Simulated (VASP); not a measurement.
Wanted: the native input for a VASP 6.6.1 run.

- Task: single point
- Functional: RPBE
- Potentials or basis: VASP PAW PBE potentials, release 64 (Cd)
- Cutoff: 520 eV
- k mesh: 14 × 14 × 14
- Occupations: fermi-dirac, width 0.1 eV
- Spin: no spin polarisation
- Dipole correction: no
- Further INCAR settings: ALGO = Normal; EDIFF = 1e-07; NBANDS = 12

The structure of Cd lies in POSCAR:

```
Cd
1.0
   -1.8413924281      1.8413924281      1.8413924281
    1.8413924281     -1.8413924281      1.8413924281
    1.8413924281      1.8413924281     -1.8413924281
Cd
1
Direct
    0.0000000000      0.0000000000      0.0000000000
```

One way to write it, as run:

INCAR

```
SYSTEM = Cd
  ALGO = Normal
  EDIFF = 1E-7
  ENCUT = 520
  GGA = RP
  ISIF = 2
  ISMEAR = -1
  LASPH = .True.
  LCHARG = .True.
  LELF = .True.
  LREAL = .False.
  LVHAR = .True.
  LWAVE = .False.
  NBANDS = 12
  NELM = 100
  PREC = Accurate
  SIGMA = 0.1
```

KPOINTS

```
k-points
0
Gamma
  14 14 14
  0 0 0
```

Potentials or basis: VASP PAW PBE potentials, release 64 (Cd).

Launch:

```sh
$ cat potpaw_PBE.64/Cd/POTCAR > POTCAR
$ mpirun -np 1 vasp_std > vasp.out
```

Results of the run:

The pressure is 0.4 GPa and the band gap on the k mesh is zero (band 6 reaches 5.49 eV, above the bottom of band 7 at 1.05 eV).

Caveat: the PAW data sets were made with another functional, which shifts forces and pressure a little.

It took 31 s on 1 thread of Intel Xeon 6975P-C, with other jobs on the host, peak memory 0.16 GiB.
